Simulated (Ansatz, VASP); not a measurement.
# GaP: VASP beside Ansatz

```
CELL_PARAMETERS angstrom
0.00000 2.71068 2.71068
2.71068 0.00000 2.71068
2.71068 2.71068 0.00000
ATOMIC_POSITIONS crystal
Ga 0.00000 0.00000 0.00000
P 0.25000 0.25000 0.25000
```

Change from the starting cell: hydrostatic strain -0.5%.

Alike in both runs: task single point; functional HSE06; k mesh 6 × 6 × 6; no spin polarisation.

|  | VASP | Ansatz |
| --- | --- | --- |
| version | VASP 6.6.1 | Ansatz 0.2.0 |
| potentials or method | VASP PAW PBE potentials, release 64 (Ga_d, P) | plane waves, PAW |
| plane-wave cutoff (eV) | 520 | 420 |
| occupations | gaussian, width 0.01 eV | fixed |
| valence electrons in the cell | 18 | 18 |

|  | VASP | Ansatz | Ansatz less VASP |
| --- | --- | --- | --- |
| gap on the k mesh at the Fermi level (eV) | 2.26 | 2.26 | -0.003 |
| pressure (GPa) | 2.1 | 2.3 | +0.19 |

Ansatz's warnings: stress exchange threshold loose, stress scf threshold loose.
